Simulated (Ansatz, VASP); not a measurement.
## One calculation of Sc, two programs

```
CELL_PARAMETERS angstrom
0.00000 2.27050 2.38402
2.27050 0.00000 2.38402
2.27050 2.27050 0.00000
ATOMIC_POSITIONS crystal
Sc 0.00000 0.00000 0.00000
```

Change from the starting cell: strain +0.000 along x and y, +0.050 along z, atoms carried along.

Alike in both runs: task single point; functional PBEsol; k mesh 18 × 18 × 18; occupations gaussian, width 0.15 eV; no spin polarisation.

```csv
,VASP,Ansatz
version,VASP 6.6.1,Ansatz 0.2.0
potentials or method,"VASP PAW PBE potentials, release 64 (Sc_sv), cutoff 520 eV","scalar-relativistic, plane waves, PAW"
valence electrons in the cell,11,11
```

```tsv
	VASP	Ansatz	Ansatz less VASP
gap on the k mesh at the Fermi level (eV)	none	none	-
pressure (GPa)	-2.0	-2.0	+0.01
traceless stress, the component that is largest in VASP (GPa)	-1.02	-1.02	+0.003
```

VASP's potentials were made for PBE, not for PBEsol. A gap of «none» marks a metal or a gap that the smearing closes. With one functional, cell and mesh, what is left measures potentials, basis and numerics.
